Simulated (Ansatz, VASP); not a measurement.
**LiCl: VASP beside Ansatz**

Contents of INCAR:

```
ALGO = Normal
EDIFF = 1E-7
ENCUT = 520
GGA = PE
ISIF = 2
ISMEAR = 0
LASPH = True
LCHARG = False
LREAL = False
LWAVE = False
NBANDS = 12
NELM = 80
PREC = Accurate
SIGMA = 0.05
```

Contents of KPOINTS:

```
k-points
0
Gamma
  8 8 8
```

Contents of POSCAR:

```
LiCl
1.0
    0.0000000000      2.5006410000      2.6288790000
    2.5006410000      0.0000000000      2.6288790000
    2.5006410000      2.5006410000      0.0000000000
Li Cl
1 1
Direct
    0.0000000000      0.0000000000      0.0000000000
    0.5000000000      0.5000000000      0.5000000000
```

Input for Ansatz:

```yaml
crystal:
  lattice:
    - [0.0, 2.500641, 2.628879]
    - [2.500641, 0.0, 2.628879]
    - [2.500641, 2.500641, 0.0]
  atoms:
    - { symbol: Li, position: [0.0, 0.0, 0.0] }
    - { symbol: Cl, position: [0.5, 0.5, 0.5] }
basis:
  ecutwfc: 420
kpoints:
  mp_grid: { grid: [8, 8, 8] }
hamiltonian:
  xc: pbe
scf:
  occupations: { method: gaussian, width: 0.05 }
output:
  forces: true
  stress: true
  eigenvalues: true
```

Change from the starting cell: strain -0.025 along x and y, +0.025 along z, atoms carried along.

Alike in both runs: task single point; functional PBE; k mesh 8 × 8 × 8; occupations gaussian, width 0.05 eV; no spin polarisation.

|  | VASP | Ansatz |
| --- | --- | --- |
| version | VASP 6.6.1 | Ansatz 0.2.0 |
| potentials or method | VASP PAW PBE potentials, release 64 (Li_sv, Cl), cutoff 520 eV | scalar-relativistic, plane waves, PAW |
| valence electrons in the cell | 10 | 10 |

```tsv
	VASP	Ansatz	Ansatz less VASP
gap on the k mesh at the Fermi level (eV)	6.42	6.40	-0.013
least direct gap on the mesh (eV)	6.42	6.40	-0.013
```

Noted on VASP's run: the cutoff is short for stress, so the pressure is rough.
